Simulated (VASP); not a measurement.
Set up this calculation in VASP 6.6.1, as the native input.

- Task: single point
- Functional: r2SCAN
- Potentials or basis: VASP PAW PBE potentials, release 64 (Cu_sv_GW, O)
- Cutoff: 770 eV
- k mesh: 10 × 10 × 5
- Occupations: fermi-dirac, width 0.05 eV
- Spin: no spin polarisation
- Dipole correction: no
- Further INCAR settings: ALGO = Normal; EDIFF = 1e-06; NBANDS = 33

CuO:

```
CELL_PARAMETERS angstrom
2.36018 -1.72475 0.00000
2.36018 1.72475 0.00000
-0.86625 0.00000 5.09294
ATOMIC_POSITIONS crystal
Cu 0.49680 0.00320 0.50000
Cu 0.00320 0.49680 0.00000
O 0.40560 0.57140 0.75370
O 0.57140 0.40560 0.25370
```

One way to write it, as run:

POSCAR

```
CuO
1.0
    2.3601779360     -1.7247473506      0.0000000000
    2.3601779360      1.7247473506      0.0000000000
   -0.8662535568      0.0000000000      5.0929435705
Cu O
2 2
Direct
    0.4968000000      0.0032000000      0.5000000000
    0.0032000000      0.4968000000      0.0000000000
    0.4056000000      0.5714000000      0.7537000000
    0.5714000000      0.4056000000      0.2537000000
```

INCAR.step1

```
PREC     = Accurate       # precision mode
ENCUT    = 770            # plane-wave cutoff, eV
ISMEAR   = -1             # smearing method
SIGMA    = 0.05           # smearing width, eV
LREAL    = False          # projectors in reciprocal space
LASPH    = True           # aspherical terms in the spheres
NELM     = 120            # most SCF steps
NBANDS   = 33             # bands
GGA      = PE             # functional
ALGO     = Normal         # electronic algorithm
EDIFF    = 1E-5           # SCF threshold, eV
LWAVE    = True           # write WAVECAR
LCHARG   = False          # write CHGCAR
GGA_COMPAT= False
```

INCAR.step2

```
PREC     = Accurate       # precision mode
ENCUT    = 770            # plane-wave cutoff, eV
EDIFF    = 1E-6           # SCF threshold, eV
ISMEAR   = -1             # smearing method
SIGMA    = 0.05           # smearing width, eV
LREAL    = False          # projectors in reciprocal space
LASPH    = True           # aspherical terms in the spheres
NELM     = 120            # most SCF steps
ALGO     = Normal         # electronic algorithm
ISIF     = 2              # what is computed and relaxed
LWAVE    = False          # write WAVECAR
LCHARG   = True           # write CHGCAR
METAGGA  = R2SCAN         # meta-GGA
LMIXTAU  = True         
LELF     = True           # ELF
LVHAR    = True         
NBANDS   = 33             # bands
ISTART   = 1            
GGA_COMPAT= False
```

KPOINTS

```
regular mesh
0
Gamma
  10 10 5
```

Potentials or basis: VASP PAW PBE potentials, release 64 (Cu_sv_GW, O).

The run is started by

```console
$ cat potpaw_PBE.64/Cu_sv_GW/POTCAR potpaw_PBE.64/O/POTCAR > POTCAR
$ cp INCAR.step1 INCAR
$ mpirun -np 1 vasp_std > vasp.out
$ cp INCAR.step2 INCAR
$ mpirun -np 1 vasp_std > vasp.out
```

Results of the run:

- Pressure: -6.7 GPa
- Largest force: 0.727 eV/Å
- Band gap on the k mesh: zero (bands 25 and 26 overlap by 0.58 eV)

Caveat: the cell stands under tension; the PAW data sets were made with another functional, which shifts forces and pressure a little; semilocal functionals often make such compounds metallic where correlation or magnetic order opens a gap, which also shifts bond lengths.

Run time: 16 min on 1 thread of AMD EPYC 9R45 96-Core Processor (Zen 5), with other jobs on the host, peak memory 0.42 GiB.
